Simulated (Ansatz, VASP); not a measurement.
## One calculation of Ge, two programs

```
Ge
1.0
     5.24058    0.00000    0.00000
     0.00000    5.24058    0.00000
     0.00000    0.00000    2.65536
Ge
3
Direct
  0.00000 0.00000 0.00000
  0.00000 0.50000 0.00000
  0.50000 0.00000 0.00000
```

Alike in both runs: task single point; functional PBE-based screened hybrid; k mesh 3 × 3 × 5; occupations fermi-dirac, width 0.05 eV; no spin polarisation.

|  | VASP | Ansatz |
| --- | --- | --- |
| version | VASP 6.6.1 | Ansatz 0.2.0 |
| potentials or method | VASP PAW PBE potentials, release 64 (Ge_d) | Ansatz PAW |
| plane-wave cutoff (eV) | 520 | 420 |
| valence electrons in the cell | 42 | 42 |

Ansatz gave:

```
gap on the k mesh at the Fermi level (eV)                     : none
pressure (GPa)                                                : -1.9
traceless stress, the component that is largest in VASP (GPa) : -9.15
```

Question: What did VASP give for the same quantities?

Answer: gap on the k mesh at the Fermi level (eV): none; pressure (GPa): -1.9; traceless stress, the component that is largest in VASP (GPa): -9.16.

VASP's potentials were made for PBE, not for PBE-based screened hybrid. A gap of «none» marks a metal or a gap that the smearing closes.

The k mesh is coarse, so the values compare programs but aren't converged.
